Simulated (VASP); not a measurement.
Set up this calculation in VASP 6.6.1, as the native input.

| Property | Result |
| --- | --- |
| Task | single point |
| Functional | PBE |
| Potentials or basis | VASP PAW PBE potentials, release 64 (Ta_pv, Ga_d) |
| Cutoff | 520 eV |
| k mesh | 8 × 8 × 8 |
| Occupations | gaussian, width 0.1 eV |
| Spin | no spin polarisation |
| Dipole correction | no |
| Further INCAR settings | ALGO = Normal; EDIFF = 1e-06; NBANDS = 24 |

The structure of Ta2Ga lies in POSCAR:

```
Ta2Ga
1.0
   -1.7106941537      1.7106941537      4.1965465959
    1.7106941537     -1.7106941537      4.1965465959
    1.7106941537      1.7106941537     -4.1965465959
Ta Ga
2 1
Direct
    0.6650000000      0.6650000000      0.0000000000
    0.3350000000      0.3350000000      0.0000000000
    0.0000000000      0.0000000000      0.0000000000
```

The input as run:

INCAR

```
ALGO = Normal
EDIFF = 1E-6
ENCUT = 520
GGA = PE
ISIF = 2
ISMEAR = 0
LASPH = T
LCHARG = F
LREAL = F
LWAVE = F
NBANDS = 24
NELM = 60
PREC = Accurate
SIGMA = 0.1
```

KPOINTS

```
k-points
0
Gamma
  8 8 8
```

Potentials or basis: VASP PAW PBE potentials, release 64 (Ta_pv, Ga_d).

The run is started by

```bash
$ cat potpaw_PBE.64/Ta_pv/POTCAR potpaw_PBE.64/Ga_d/POTCAR > POTCAR
$ mpirun -np 1 vasp_std > vasp.out
```

It gave:

```json
{"Pressure": "11.5 GPa", "Largest force": "0.037 eV/Å"}
```

Wall time 72 s on 1 thread of Intel Xeon 6975P-C, with other jobs on the host, peak memory 0.24 GiB.
